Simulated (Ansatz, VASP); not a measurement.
# One calculation of Ge, two programs

File POSCAR:

```
Ge
1.0
    0.0000000000      2.8290000000      2.8290000000
    2.8290000000      0.0000000000      2.8290000000
    2.8290000000      2.8290000000      0.0000000000
Ge
2
Direct
    0.0000000000      0.0000000000      0.0000000000
    0.2500000000      0.2500000000      0.2500000000
```

Contents of INCAR.step1:

```
SYSTEM = Ge
PREC = Accurate
ENCUT = 600
ISMEAR = 0
SIGMA = 0.01
LREAL = .False.
LASPH = .True.
NELM = 80
GGA = PE
ALGO = Normal
EDIFF = 1E-4
LWAVE = .True.
LCHARG = .False.
```

The input INCAR.step2:

```
SYSTEM = Ge
PREC = Accurate
ENCUT = 600
EDIFF = 1E-7
ISMEAR = 0
SIGMA = 0.01
LREAL = .False.
LASPH = .True.
NELM = 80
ALGO = Normal
ISIF = 3
LWAVE = .False.
LCHARG = .False.
METAGGA = R2SCAN
LMIXTAU = .True.
IBRION = 2
NSW = 80
EDIFFG = -0.002
ISTART = 1
```

The input KPOINTS:

```
regular mesh
0
Gamma
  10 10 10
  0 0 0
```

Input for Ansatz:

```yaml
crystal:
  lattice:
    - [0.0, 2.829, 2.829]
    - [2.829, 0.0, 2.829]
    - [2.829, 2.829, 0.0]
  atoms:
    - { symbol: Ge, position: [0.0, 0.0, 0.0] }
    - { symbol: Ge, position: [0.25, 0.25, 0.25] }
scf:
  occupations: { method: gaussian, width: 0.01 }
output:
  forces: true
  stress: true
  eigenvalues: true
hamiltonian:
  xc: r2scan
kpoints:
  mp_grid: { grid: [10, 10, 10] }
relax:
  f_tol: 0.002
  cell: { stress_tol: 0.02 }
```

Alike in both runs: task relaxation of cell and atoms; functional r2SCAN; k mesh 10 × 10 × 10; occupations gaussian, width 0.01 eV; no spin polarisation.

|  | VASP | Ansatz |
| --- | --- | --- |
| version | VASP 6.6.1 | Ansatz 0.2.0 |
| potentials or method | VASP PAW PBE potentials, release 64 (Ge_d) | scalar-relativistic, plane waves, PAW |
| plane-wave cutoff (eV) | 600 | 500 |
| valence electrons in the cell | 28 | 28 |

VASP gave:

```
gap on the k mesh at the Fermi level, each at its own relaxed structure (eV) : 0.31
relaxed volume (Å³/atom)                                                     : 22.87
relaxed length of the cell vector where the two differ most in proportion (Å)              : 4.014
```

Problem. Which values does Ansatz return?

Solution. gap on the k mesh at the Fermi level, each at its own relaxed structure (eV): 0.36; relaxed volume (Å³/atom): 22.84; relaxed length of the cell vector where the two differ most in proportion (Å): 4.012.

VASP's potentials were made for PBE, not for r2SCAN.
